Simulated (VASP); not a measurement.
**Zr: single point with LDA**

Zr:

```
Zr
1.0
     0.11722    2.31511    2.31511
     2.31511    0.11722    2.31511
     2.31511    2.31511    0.11722
Zr
1
Cartesian
  0.0000 0.0000 0.0000
```

This cell differs from its parent crystal: ratio of the length along [111] to the lengths across it x 1.08, volume and fractional coordinates fixed.

| Property | Result |
| --- | --- |
| Program | VASP 6.6.1 |
| Task | single point |
| Functional | LDA |
| Potentials or basis | VASP PAW LDA potentials, release 64 (Zr_sv) |
| Cutoff | 520 eV |
| k mesh | 20 × 20 × 20 |
| Occupations | gaussian, width 0.15 eV |
| Spin | no spin polarisation |

- Pressure: -5.5 GPa
- Band gap on the k mesh: zero (band 6 reaches 9.53 eV, above the bottom of band 7 at 8.28 eV)

Stress tensor (GPa, compression positive):
```
-5.47 -1.69 -1.69
-1.69 -5.47 -1.69
-1.69 -1.69 -5.47
```

Levels at points of the mesh, in eV from the Fermi level:
```csv
k point,band 4,band 5,band 6,band 7,band 8,band 9
"(0.00, 0.00, 0.00)",-25.97,-5.53,0.27,1.25,1.25,3.50
"(0.50, 0.00, 0.00)",-26.16,-2.95,0.17,1.27,1.47,4.81
"(0.50, 0.50, 0.00)",-26.31,-3.02,-2.24,3.17,5.09,5.71
"(0.50, 0.50, 0.50)",-26.05,-3.05,0.68,0.97,0.97,5.10
```

Wall time 5.5 min on 1 thread of Intel(R) Xeon(R) Platinum 8259CL CPU @ 2.50GHz (Skylake/Cascade Lake) (shared host), peak memory 0.3 GiB.
